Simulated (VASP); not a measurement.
## Nb: single point with PBE

Crystal: Nb.

```xyz
1
Lattice="0.0000 2.1096 2.1096 2.1096 0.0000 2.1096 2.1096 2.1096 0.0000" Properties=species:S:1:pos:R:3 pbc="T T T"
Nb    0.0000    0.0000    0.0000
```

```
Program                : VASP 6.6.1
Task                   : single point
Functional             : PBE
Potentials or basis    : VASP PAW PBE potentials, release 64 (Nb_sv)
Cutoff                 : 520 eV
k mesh                 : 16 × 16 × 16
Occupations            : fermi-dirac, width 0.08 eV
Spin                   : no spin polarisation
Dipole correction      : no
Further INCAR settings : ALGO = Normal; EDIFF = 1e-06; NBANDS = 12
```

```
Pressure : -0.3 GPa
```

Levels at points of the mesh, in eV from the Fermi level:
```
           k point  band 3  band 4  band 5  band 6  band 7  band 8  band 9  band 10
(0.00, 0.00, 0.00)  -30.18  -30.18   -6.23    0.10    0.10    0.10    2.69     2.69
(0.50, 0.00, 0.00)  -30.34  -30.34   -3.83   -0.08   -0.08    1.36    4.65     4.65
(0.50, 0.50, 0.00)  -30.61  -30.61   -4.05   -3.32    3.58    4.63    5.21     5.21
```

Wall time 20 s on 1 thread of Intel Xeon 6975P-C (shared host), peak memory 0.16 GiB.
